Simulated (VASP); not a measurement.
# CdSe (F-43m) in VASP: a series of runs

Aim: see how the results for CdSe move with the level of theory and the settings. Levels: LDA, r2SCANh. Tasks: relaxation of cell and atoms, single point.

Program: VASP 6.6.1. These are calculated values, not measurements. Logs are shortened: lines on timing, memory, paths and dates and some standing lists are left out, and cuts for length are marked.

**1. The cell of the first run**

The structure is cubic, space group F-43m (No. 216). Conventional cell: a = 6.141 Å, b = 6.141 Å, c = 6.141 Å, α = 90.00°, β = 90.00°, γ = 90.00°. Within 3.5 Å of Cd (site symmetry -43m) lie 4 Se at 2.66 Å. Se (site symmetry -43m) has 4 Cd at 2.66 Å within 3.5 Å.

**2. Relaxation of cell and atoms, LDA**

The input, INCAR:

```
SYSTEM = CdSe
  ALGO = Normal
  EDIFF = 1E-6
  EDIFFG = -0.005
  ENCUT = 600
  GGA = CA
  IBRION = 2
  ISIF = 3
  ISMEAR = -1
  LASPH = .TRUE.
  LCHARG = .FALSE.
  LREAL = .FALSE.
  LWAVE = .FALSE.
  NELM = 80
  NSW = 80
  PREC = Accurate
  SIGMA = 0.05
```

The input, KPOINTS:

```
k-points
0
G
  8 8 8
  0 0 0
```

The input, POSCAR:

```
CdSe
1.0
    0.0000000000      3.0702711986      3.0702711986
    3.0702711986      0.0000000000      3.0702711986
    3.0702711986      3.0702711986      0.0000000000
Cd Se
1 1
Direct
    0.0000000000      0.0000000000      0.0000000000
    0.2500000000      0.2500000000      0.2500000000
```

Potentials or basis: VASP PAW LDA potentials, release 64 (Cd, Se).

Command:

```sh
$ cat potpaw_LDA.64/Cd/POTCAR potpaw_LDA.64/Se/POTCAR > POTCAR
$ mpirun -np 1 vasp_std > vasp.out
```

OUTCAR:

```text
SYSTEM = CdSe
   EDIFF = 1E-6
   EDIFFG = -0.005
   ENCUT = 600
   GGA = CA
   IBRION = 2
   ISIF = 3
   ISMEAR = -1
   LASPH = .TRUE.
   LREAL = .FALSE.
   NELM = 80
   NSW = 80
   PREC = Accurate

 ion  position               nearest neighbor table
   1  0.000  0.000  0.000-   2 2.66   2 2.66   2 2.66   2 2.66
   2  0.250  0.250  0.250-   1 2.66   1 2.66   1 2.66   1 2.66

  LATTYP: Found a face centered cubic cell.
 ALAT       =     6.1405423972

  Lattice vectors:

 A1 = (   0.0000000000,   3.0702711986,   3.0702711986)
 A2 = (   3.0702711986,   0.0000000000,   3.0702711986)
 A3 = (   3.0702711986,   3.0702711986,   0.0000000000)

Analysis of symmetry for initial positions (statically):
=====================================================================
 Subroutine PRICEL returns:
 Original cell was already a primitive cell.

 Routine SETGRP: Setting up the symmetry group for a
 face centered cubic supercell.

 Subroutine GETGRP returns: Found 24 space group operations
 (whereof 24 operations were pure point group operations)
 out of a pool of 48 trial point group operations.

The static configuration has the point symmetry T_d .

Analysis of symmetry for dynamics (positions and initial velocities):
=====================================================================
 Subroutine PRICEL returns:
 Original cell was already a primitive cell.

 Routine SETGRP: Setting up the symmetry group for a
 face centered cubic supercell.

 Subroutine GETGRP returns: Found 24 space group operations
 (whereof 24 operations were pure point group operations)
 out of a pool of 48 trial point group operations.

The dynamic configuration has the point symmetry T_d .

 Subroutine INISYM returns: Found 24 space group operations
 (whereof 24 operations are pure point group operations),
 and found     1 'primitive' translations

----------------------------------------------------------------------------------------

                                     Primitive cell

  volume of cell :      57.8842

  direct lattice vectors                    reciprocal lattice vectors
     0.000000000  3.070271199  3.070271199    -0.162852063  0.162852063  0.162852063
     3.070271199  0.000000000  3.070271199     0.162852063 -0.162852063  0.162852063
     3.070271199  3.070271199  0.000000000     0.162852063  0.162852063 -0.162852063

  length of vectors
     4.342019169  4.342019169  4.342019169     0.282068048  0.282068048  0.282068048

  position of ions in fractional coordinates (direct lattice)
     0.000000000  0.000000000  0.000000000
     0.250000000  0.250000000  0.250000000

  ion indices of the primitive-cell ions
   primitive index   ion index
                 1           1
                 2           2

----------------------------------------------------------------------------------------

 KPOINTS: k-points

Automatic generation of k-mesh.
 Grid dimensions read from file:
 generate k-points for:    8    8    8

 Generating k-lattice:

  Cartesian coordinates                     Fractional coordinates (reciprocal lattice)
    -0.020356508  0.020356508  0.020356508     0.125000000  0.000000000  0.000000000
     0.020356508 -0.020356508  0.020356508     0.000000000  0.125000000  0.000000000
     0.020356508  0.020356508 -0.020356508     0.000000000  0.000000000  0.125000000

  Length of vectors
     0.035258506  0.035258506  0.035258506

  Shift w.r.t. Gamma in fractional coordinates (k-lattice)
     0.000000000  0.000000000  0.000000000

 Subroutine IBZKPT returns following result:
 ===========================================

 Found     29 irreducible k-points:

 Following reciprocal coordinates:
            Coordinates               Weight
  0.000000  0.000000  0.000000      1.000000
  0.125000  0.000000  0.000000      8.000000
  0.250000  0.000000  0.000000      8.000000
  0.375000  0.000000  0.000000      8.000000
  0.500000  0.000000  0.000000      4.000000
  0.125000  0.125000  0.000000      6.000000
[... 16 lines left out ...]
  0.500000  0.250000  0.125000     48.000000
 -0.375000  0.250000  0.125000     24.000000
 [... further k-points ...]
   k-points           NKPTS =     29   k-points in BZ     NKDIM =     29   number of bands    NBANDS=     13
   number of dos      NEDOS =    301   number of ions     NIONS =      2
   total plane-waves  NPLWV =  46656
   dimension x,y,z NGX =    36 NGY =   36 NGZ =   36
   dimension x,y,z NGXF=    72 NGYF=   72 NGZF=   72
   ions per type =               1   1
   NGX,Y,Z   is equivalent  to a cutoff of  13.78, 13.78, 13.78 a.u.
   NGXF,Y,Z  is equivalent  to a cutoff of  27.57, 27.57, 27.57 a.u.
 SYSTEM =  CdSe
   PREC   = accura    normal or accurate (medium, high low for compatibility)
   ISTART =      0    job   : 0-new  1-cont  2-samecut
   ICHARG =      2    charge: 1-file 2-atom 10-const
   ISPIN  =      1    spin polarized calculation?
   LNONCOLLINEAR =      F non collinear calculations
   LSORBIT =      F    spin-orbit coupling
   LASPH  =      T    aspherical Exc in radial PAW
   ENCUT  =  600.0 eV  44.10 Ry    6.64 a.u.   8.67  8.67  8.67*2*pi/ulx,y,z
   NELM   =     80;   NELMIN=  2; NELMDL= -5     # of ELM steps
   EDIFF  = 0.1E-05   stopping-criterion for ELM
   LREAL  =      F    real-space projection
   EDIFFG = -.5E-02   stopping-criterion for IOM
   NSW    =     80    number of steps for IOM
   IBRION =      2    ionic relax: 0-MD 1-quasi-New 2-CG
   NFREE  =      1    steps in history (QN), initial steepest desc. (CG)
   ISIF   =      3    stress and relaxation
   ISYM   =      2    0-nonsym 1-usesym 2-fastsym
   POTIM  = 0.5000    time-step for ionic-motion
   TEBEG  =    0.0;   TEEND  =   0.0 temperature during run
   PSTRESS=    0.0 pullay stress
   NELECT =      18.0000    total number of electrons
   NUPDOWN=      -1.0000    fix difference up-down
   EMIN   =  10.00;   EMAX   =-10.00  energy-range for DOS
   EFERMI =   0.00;   METHOD = LEGACY
   ISMEAR =    -1;   SIGMA  =   0.05  broadening in eV -4-tet -1-fermi 0-gaus
   EFERMI_NEDOS =   21; number of points for ismear=-14 and -15
   IALGO  =     38    algorithm
   IMIX   =      4    mixing-type and parameters
     AMIX     =   0.40;   BMIX     =  1.00
     AMIX_MAG =   1.60;   BMIX_MAG =  1.00
  volume/ion in A,a.u.               =      28.94       195.31
  Fermi-wavevector in a.u.,A,eV,Ry     =   1.109121  2.095935 16.737199  1.230149
  Thomas-Fermi vector in A             =   2.245657
   LORBIT       =      0    0 simple, 1 ext, 2 COOP (PROOUT), +10 PAW based schemes
   GGA     = CA    functional components
   LHFCALC =     F    Hartree Fock is set to
   AEXX    =    0.0000 exact exchange contribution
   IVDW    =     0    specifies the selected vdW correction
   LEPSILON=     F    determine dielectric tensor
   LRPA    =     F    only Hartree local field effects (RPA)
 conjugate gradient relaxation of ions
 non-spin polarized calculation
  energy-cutoff  :      600.00
  volume of cell :       57.88
 maximum number of plane-waves:      1964
   NGX = 17   NGY = 17   NGZ = 17

--------------------------------------- Ionic step        1  -------------------------------------------

 number of electron      17.9999998 magnetization

 Free energy of the ion-electron system (eV)
  ---------------------------------------------------
  ext. energy  EPLUGINS =         0.00000000
  ---------------------------------------------------
  free energy    TOTEN  =        -6.73129373 eV

  energy without entropy =       -6.73111720  energy(sigma->0) =       -6.73120547

------------------------ aborting loop because EDIFF is reached ----------------------------------------

  FORCE on cell =-STRESS in cart. coord.  units (eV):
  Direction    XX          YY          ZZ          XY          YZ          ZX
  --------------------------------------------------------------------------------------
  -------------------------------------------------------------------------------------
  Total       -1.0573593     -1.0573593     -1.0573593      0.0000000      0.0000000      0.0000000
  in kB      -29.2666472    -29.2666472    -29.2666472      0.0000000      0.0000000      0.0000000
  external PRESSURE =     -29.2666472 kB  Pullay stress =       0.0000000 kB

 VOLUME and BASIS-vectors are now :
 -----------------------------------------------------------------------------
  energy-cutoff  :      600.00
  volume of cell :       57.88
      direct lattice vectors                 reciprocal lattice vectors
     0.000000000  3.070271199  3.070271199    -0.162852063  0.162852063  0.162852063
     3.070271199  0.000000000  3.070271199     0.162852063 -0.162852063  0.162852063
     3.070271199  3.070271199  0.000000000     0.162852063  0.162852063 -0.162852063
[... 37 lines left out ...]
 POSITION                                       TOTAL-FORCE (eV/Angst)
 -----------------------------------------------------------------------------------
      5.98393      5.98393      5.98393        -0.000000     -0.000000     -0.000000
      1.49598      1.49598      1.49598         0.000000      0.000000      0.000000
 -----------------------------------------------------------------------------------
    total drift:                                0.000000      0.000000      0.000000

  FREE ENERGIE OF THE ION-ELECTRON SYSTEM (eV)
  ---------------------------------------------------
  free  energy   TOTEN  =        -6.7590836717 eV

  energy  without entropy=       -6.7590368835  energy(sigma->0) =       -6.75906028

--------------------------------------- Ionic step        3  -------------------------------------------

 number of electron      18.0000003 magnetization

 Free energy of the ion-electron system (eV)
  ---------------------------------------------------
  ext. energy  EPLUGINS =         0.00000000
  ---------------------------------------------------
  free energy    TOTEN  =        -6.76289283 eV

  energy without entropy =       -6.76282682  energy(sigma->0) =       -6.76285982

 E-fermi :   1.3076     XC(G=0):  -9.4217

 val. band max:        1.0589220791   @ k =   0.0000   0.0000   0.0000
 cond. band min:       1.4819582112   @ k =   0.0000   0.0000   0.0000
 fundamental gap:      0.4230361322
 Fermi energy:         1.3075817072

 k-point     1 :       0.0000    0.0000    0.0000
  band No.  band energies     occupation
      1     -11.7593      2.00000
      2      -7.0018      2.00000
      3      -7.0018      2.00000
      4      -7.0018      2.00000
      5      -6.5894      2.00000
      6      -6.5894      2.00000
      7       1.0589      1.98625
      8       1.0589      1.98625
      9       1.0589      1.98625
     10       1.4820      0.05934
     11       6.8540      0.00000
     12       6.8540      0.00000
     13       6.8540      0.00000

 k-point     2 :       0.1250    0.0000    0.0000
  band No.  band energies     occupation
      1     -11.7008      2.00000
      2      -6.9830      2.00000
      3      -6.9830      2.00000
      4      -6.9538      2.00000
      5      -6.5906      2.00000
      6      -6.5906      2.00000
      7      -0.2499      2.00000
      8       0.9226      1.99909
      9       0.9226      1.99909
     10       2.5502      0.00000
     11       6.6396      0.00000
[... 339 lines left out ...]
 k-point    24 :      -0.3750    0.2500    0.1250
  band No.  band energies     occupation
      1     -11.2889      2.00000
      2      -6.8615      2.00000
      3      -6.8323      2.00000
      4      -6.6138      2.00000
      5      -6.5723      2.00000
      6      -6.1783      2.00000
      7      -3.3293      2.00000
      8      -1.0739      2.00000
      9      -0.2611      2.00000
     10       4.8478      0.00000
     11       6.3329      0.00000
     12       7.8156      0.00000
     13       8.9855      0.00000

 [... further k-points ...]

------------------------ aborting loop because EDIFF is reached ----------------------------------------

  FORCE on cell =-STRESS in cart. coord.  units (eV):
  Direction    XX          YY          ZZ          XY          YZ          ZX
  --------------------------------------------------------------------------------------
  -------------------------------------------------------------------------------------
  Total       -0.0045370     -0.0045370     -0.0045370      0.0000000      0.0000000     -0.0000000
  in kB       -0.1331001     -0.1331001     -0.1331001      0.0000000      0.0000000     -0.0000000
  external PRESSURE =      -0.1331001 kB  Pullay stress =       0.0000000 kB

 VOLUME and BASIS-vectors are now :
 -----------------------------------------------------------------------------
  energy-cutoff  :      600.00
  volume of cell :       54.61
      direct lattice vectors                 reciprocal lattice vectors
     0.000000000  3.011311789  3.011311789    -0.166040595  0.166040595  0.166040595
     3.011311789  0.000000000  3.011311789     0.166040595 -0.166040595  0.166040595
     3.011311789  3.011311789  0.000000000     0.166040595  0.166040595 -0.166040595

 POSITION                                       TOTAL-FORCE (eV/Angst)
 -----------------------------------------------------------------------------------
      0.00000      0.00000      0.00000         0.000000      0.000000      0.000000
      1.50566      1.50566      1.50566        -0.000000     -0.000000     -0.000000
 -----------------------------------------------------------------------------------
    total drift:                                0.000000      0.000000      0.000000

  FREE ENERGIE OF THE ION-ELECTRON SYSTEM (eV)
  ---------------------------------------------------
  free  energy   TOTEN  =        -6.7628928263 eV

  energy  without entropy=       -6.7628268199  energy(sigma->0) =       -6.76285982

 reached required accuracy - stopping structural energy minimisation
```

Wall time 73 s (1 thread of Intel Xeon 8259CL, shared host); peak memory 0.2 GiB.

What came out:

```yaml
Free_energy: -6.7629 eV
Relaxed_volume: 27.31 Å³/atom
Relaxed_cell: a = 4.259 Å, b = 4.259 Å, c = 4.259 Å, α = 60.00°, β = 60.00°, γ = 60.00°
Space_group_after_relaxing_to_0.1_Å: F-43m (No. 216)
Energy_gained_by_relaxing: 15.8 meV/atom
Ionic_steps: 3
Pressure_after_relaxing: 0.0 GPa
Band_gap_on_the_k_mesh: 0.42 eV
```

The path:
```csv
step,energy change (eV),largest force (eV/Å),pressure (GPa),volume (Å³)
1,0.0000,0.0000,-2.93,57.88
2,-0.0278,0.0000,1.17,53.57
3,-0.0316,0.0000,-0.01,54.61
```

Final structure:
```cif
data_structure
_symmetry_space_group_name_H-M 'P 1'
_symmetry_Int_Tables_number 1
_cell_length_a 4.2586
_cell_length_b 4.2586
_cell_length_c 4.2586
_cell_angle_alpha 60.000
_cell_angle_beta 60.000
_cell_angle_gamma 60.000
_cell_volume 54.61
loop_
_atom_site_label
_atom_site_type_symbol
_atom_site_fract_x
_atom_site_fract_y
_atom_site_fract_z
_atom_site_occupancy
Cd1 Cd 0.00000 0.00000 0.00000 1
Se1 Se 0.25000 0.25000 0.25000 1
```

Levels at points of the mesh, in eV from the valence-band top:
```
           k point  band 7  band 8  band 9  band 10  band 11  band 12
(0.00, 0.00, 0.00)    0.00    0.00    0.00     0.42     5.80     5.80
(0.50, 0.00, 0.00)   -4.66   -0.81   -0.81     2.23     6.32     6.32
(0.50, 0.50, 0.00)   -4.30   -1.99   -1.99     2.88     3.64     9.02
```

**3. Single point, r2SCANh**

This run uses another cell than the first one, of 30.10 Å³/atom.

The input, POSCAR:

```
CdSe
1.0
    0.0000000000      3.1106741371      3.1106741371
    3.1106741371      0.0000000000      3.1106741371
    3.1106741371      3.1106741371      0.0000000000
Cd Se
1 1
Direct
    0.0000000000      0.0000000000      0.0000000000
    0.2500000000      0.2500000000      0.2500000000
```

The input, INCAR.step1:

```
PREC = Accurate ; ENCUT = 520
EDIFF = 1E-5 ; ISMEAR = -1
SIGMA = 0.05 ; LREAL = False
LASPH = True ; NELM = 100
ALGO = Normal ; ISIF = 2
LWAVE = True ; LCHARG = False
GGA = PE ; NBANDS = 16
```

The input, INCAR.step2:

```
PREC = Accurate ; ENCUT = 520
EDIFF = 1E-6 ; ISMEAR = -1
SIGMA = 0.05 ; LREAL = False
LASPH = True ; NELM = 100
ALGO = Normal ; ISIF = 2
LWAVE = False ; LCHARG = False
METAGGA = R2SCAN ; LHFCALC = True
AEXX = 0.1 ; LMIXTAU = True
PRECFOCK = Normal ; ISTART = 1
NBANDS = 16
```

The input, KPOINTS:

```
Automatic mesh
0
Gamma
  4 4 4
```

Potentials or basis: VASP PAW PBE potentials, release 64 (Cd, Se).

Command:

```sh
$ cat potpaw_PBE.64/Cd/POTCAR potpaw_PBE.64/Se/POTCAR > POTCAR
$ cp INCAR.step1 INCAR
$ mpirun -np 1 vasp_std > vasp.out
$ cp INCAR.step2 INCAR
$ mpirun -np 1 vasp_std > vasp.out
```

Wall time 10 min (1 thread of AMD EPYC 7R13 (Zen 3), shared host); peak memory 0.2 GiB.

Results (log left out):

| Quantity | Value |
| --- | --- |
| Free energy | -33.6714 eV |
| Pressure | -2.0 GPa |
| Band gap on the k mesh | 1.48 eV |

Levels at points of the mesh, in eV from the valence-band top:
| k point | band 6 | band 7 | band 8 | band 9 | band 10 | band 11 | band 12 | band 13 |
| --- | --- | --- | --- | --- | --- | --- | --- | --- |
| (0.00, 0.00, 0.00) | -8.15 | 0.00 | 0.00 | 0.00 | 1.48 | 7.08 | 7.08 | 7.08 |
| (0.50, 0.00, 0.00) | -7.88 | -4.16 | -0.69 | -0.69 | 3.35 | 7.52 | 7.52 | 8.24 |
| (0.50, 0.50, 0.00) | -7.81 | -3.90 | -1.71 | -1.71 | 4.10 | 4.69 | 10.02 | 11.26 |

Caveat: the k points lie up to 0.44 Å⁻¹ apart; the PAW data sets were made with another functional, which shifts forces and pressure a little.

**4. Single point, r2SCANh**

This run uses another cell than the first one, of 30.68 Å³/atom.

The input, POSCAR:

```
CdSe
1.0
    0.0000000000      3.1304878824      3.1304878824
    3.1304878824      0.0000000000      3.1304878824
    3.1304878824      3.1304878824      0.0000000000
Cd Se
1 1
Direct
    0.0000000000      0.0000000000      0.0000000000
    0.2500000000      0.2500000000      0.2500000000
```

The input, INCAR.step1:

```
PREC = Accurate
ENCUT = 520
EDIFF = 1E-5
ISMEAR = -1
SIGMA = 0.05
LREAL = F
LASPH = T
NELM = 100
ALGO = Normal
ISIF = 2
LWAVE = T
LCHARG = F
GGA = PE
NBANDS = 16
```

The input, INCAR.step2:

```
PREC = Accurate
ENCUT = 520
EDIFF = 1E-6
ISMEAR = -1
SIGMA = 0.05
LREAL = F
LASPH = T
NELM = 100
ALGO = Normal
ISIF = 2
LWAVE = F
LCHARG = F
METAGGA = R2SCAN
LHFCALC = T
AEXX = 0.1
LMIXTAU = T
PRECFOCK = Normal
ISTART = 1
NBANDS = 16
```

KPOINTS is that of step 3.

Command:

```sh
$ cat potpaw_PBE.64/Cd/POTCAR potpaw_PBE.64/Se/POTCAR > POTCAR
$ cp INCAR.step1 INCAR
$ mpirun -np 1 vasp_std > vasp.out
$ cp INCAR.step2 INCAR
$ mpirun -np 1 vasp_std > vasp.out
```

Run time: 11 min. Hardware: 1 thread of AMD EPYC 7R13 (Zen 3), shared host; peak memory 0.2 GiB.

The run converged. Its results:

```yaml
Free_energy: -33.6542 eV
Pressure: -2.8 GPa
Band_gap_on_the_k_mesh: 1.44 eV
```

Levels at points of the mesh, in eV from the valence-band top:
| k point | band 6 | band 7 | band 8 | band 9 | band 10 | band 11 | band 12 | band 13 |
| --- | --- | --- | --- | --- | --- | --- | --- | --- |
| (0.00, 0.00, 0.00) | -8.13 | 0.00 | 0.00 | 0.00 | 1.44 | 7.07 | 7.07 | 7.07 |
| (0.50, 0.00, 0.00) | -7.87 | -4.06 | -0.66 | -0.66 | 3.32 | 7.50 | 7.50 | 8.18 |
| (0.50, 0.50, 0.00) | -7.80 | -3.82 | -1.65 | -1.65 | 4.12 | 4.66 | 9.92 | 11.14 |

Caveat: the k points lie up to 0.43 Å⁻¹ apart; the PAW data sets were made with another functional, which shifts forces and pressure a little.

**5. The runs side by side**

| task | level | potentials or basis | cell | k mesh | cutoff (eV) | grid for exact exchange (PRECFOCK) | share of exact exchange | gap on the mesh (eV) | pressure (GPa) |
| --- | --- | --- | --- | --- | --- | --- | --- | --- | --- |
| relaxation of cell and atoms | LDA | VASP PAW LDA potentials, release 64 (Cd, Se) | relaxed from a = 4.342 Å, angles 60.0°, 2 atoms | 8 × 8 × 8 | 600 | - | - | 0.42 | 0.0 |
| single point | r2SCANh | VASP PAW PBE potentials, release 64 (Cd, Se) | a = 4.399 Å, angles 60.0°, 2 atoms | 4 × 4 × 4 | 520 | Normal | 0.1 | 1.48 | -2.0 |
| single point | r2SCANh | VASP PAW PBE potentials, release 64 (Cd, Se) | a = 4.427 Å, angles 60.0°, 2 atoms | 4 × 4 × 4 | 520 | Normal | 0.1 | 1.44 | -2.8 |

Alike in all rows: no spin polarisation; smearing fermi-dirac 0.05 eV.

Caveats: some runs use coarse meshes; the PAW data sets were made with another functional, which shifts forces and pressure a little (at least some runs).

Total energies depend on the potentials used, so only differences within one code and one set of settings carry meaning.
